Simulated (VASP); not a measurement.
Write the native input for VASP 6.6.1 that does the following.

* Task: single point
* Functional: PBEsol
* Potentials or basis: VASP PAW PBE potentials, release 64 (Ga_d, Sb)
* Cutoff: 520 eV
* k mesh: 14 × 14 × 14
* Occupations: gaussian, width 0.15 eV
* Spin: no spin polarisation
* Dipole correction: no
* Further INCAR settings: ALGO = Normal; EDIFF = 1e-07; NBANDS = 16

The structure of GaSb lies in POSCAR:

```
GaSb
1.0
    0.0000000000      3.1813600000      3.0590000000
    3.0590000000      0.0000000000      3.0590000000
    3.0590000000      3.1813600000      0.0000000000
Ga Sb
1 1
Direct
    0.0000000000      0.0000000000      0.0000000000
    0.7500000000      0.7500000000      0.7500000000
```

This cell differs from its parent crystal: strain +0.0400 x Voigt [0, 1, 0, 0, 0, 0].

These files were run (other wordings do the same):

INCAR

```
PREC = Accurate
ENCUT = 520
EDIFF = 1E-7
ISMEAR = 0
SIGMA = 0.15
LREAL = F
LASPH = T
NELM = 100
ALGO = Normal
ISIF = 2
LWAVE = F
LCHARG = F
GGA = PS
NBANDS = 16
```

KPOINTS

```
Automatic mesh
0
Gamma
  14 14 14
```

Potentials or basis: VASP PAW PBE potentials, release 64 (Ga_d, Sb).

Run with:

```sh
$ cat potpaw_PBE.64/Ga_d/POTCAR potpaw_PBE.64/Sb/POTCAR > POTCAR
$ mpirun -np 1 vasp_std > vasp.out
```

Results of the run:

```yaml
Pressure: -1.9 GPa
Band_gap_on_the_k_mesh: zero (filled and empty bands touch)
```

Caveat: the cell differs from its parent crystal (strain +0.0400 x Voigt [0, 1, 0, 0, 0, 0]); semilocal functionals underestimate gaps, so a narrow gap can read as zero; the PAW data sets were made with another functional, which shifts forces and pressure a little; spin-orbit coupling is left out, which moves the levels of the heavy elements.

It took 95 s on 1 thread of Intel(R) Xeon(R) 6975P-C (Granite Rapids) (shared host), peak memory 0.38 GiB.
